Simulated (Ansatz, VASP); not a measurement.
# LiF: VASP beside Ansatz

Contents of INCAR:

```
ALGO = Normal ; EDIFF = 1E-6
EDIFFG = -0.04 ; ENCUT = 600
GGA = PE ; IBRION = 2
ISIF = 3 ; ISMEAR = 0
LASPH = True ; LCHARG = False
LREAL = False ; LWAVE = False
NELM = 80 ; NSW = 90
PREC = Accurate ; SIGMA = 0.1
```

KPOINTS

```
k-points
0
Gamma
  10 10 10
```

File POSCAR:

```
LiF
1.0
   -1.2575715400      1.2575715400      2.1664640000
    1.2575715400     -1.2575715400      2.1664640000
    1.2575715400      1.2575715400     -2.1664640000
Li F
1 1
Direct
    0.2919075800      0.2919075800      0.0000000000
    0.7080924200      0.7080924200      0.0000000000
```

Input for Ansatz:

```yaml
crystal:
  lattice:
    - [-1.25757154, 1.25757154, 2.166464]
    - [1.25757154, -1.25757154, 2.166464]
    - [1.25757154, 1.25757154, -2.166464]
  atoms:
    - { symbol: Li, position: [0.29190758, 0.29190758, 0.0] }
    - { symbol: F, position: [0.70809242, 0.70809242, 0.0] }
basis:
  ecutwfc: 420
kpoints:
  mp_grid: { grid: [10, 10, 10] }
hamiltonian:
  xc: pbe
scf:
  occupations: { method: gaussian, width: 0.1 }
  lower_state_search: "off"
output:
  forces: true
  stress: true
  eigenvalues: true
relax:
  adjacent_minimum: "off"
  f_tol: 0.04
  max_steps: 70
  cell: { stress_tol: 0.4 }
```

Alike in both runs: task relaxation of cell and atoms; functional PBE; k mesh 10 × 10 × 10; occupations gaussian, width 0.1 eV; no spin polarisation.

|  | VASP | Ansatz |
| --- | --- | --- |
| version | VASP 6.6.1 | Ansatz 0.2.0 |
| potentials or method | VASP PAW PBE potentials, release 64 (Li_sv, F), cutoff 600 eV | scalar-relativistic, plane waves, PAW |
| valence electrons in the cell | 10 | 10 |

```tsv
	VASP	Ansatz	Ansatz less VASP
gap on the k mesh at the Fermi level, each at its own relaxed structure (eV)	8.95	8.83	-0.122
relaxed volume (Å³/atom)	8.31	8.41	+0.104
relaxed length of the cell vector where the two differ most in proportion (Å)	2.869	2.877	+0.0085
```

Noted on VASP's run: the cutoff is under 1.25 times that of the potentials, so the pressure is a little rough; the volume moved by over 15 % at a fixed basis, so the end points are rough.
